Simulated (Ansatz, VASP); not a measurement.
**Sn: VASP beside Ansatz**

```
Sn
1.0
     3.05193    0.00000    0.00000
     0.00000    3.05193    0.00000
     0.00000    0.00000    3.05193
Sn
1
Direct
  0.00000 0.00000 0.00000
```

Alike in both runs: functional r2SCAN; k mesh 10 × 10 × 10; occupations fermi-dirac, width 0.1 eV; no spin polarisation.

Ansatz relaxed the structure, and its values are those at the end. VASP's run is a single point on that final structure, the one shown.

|  | VASP | Ansatz |
| --- | --- | --- |
| version | VASP 6.6.1 | Ansatz 0.2.0 |
| potentials or method | VASP PAW PBE potentials, release 64 (Sn_d), cutoff 520 eV | plane waves (500 eV) with PAW, scalar-relativistic |
| valence electrons in the cell | 14 | 14 |

|  | VASP | Ansatz | Ansatz less VASP |
| --- | --- | --- | --- |
| pressure (GPa) | 0.0 | 0.0 | +0.03 |

VASP's potentials were made for PBE, not for r2SCAN.
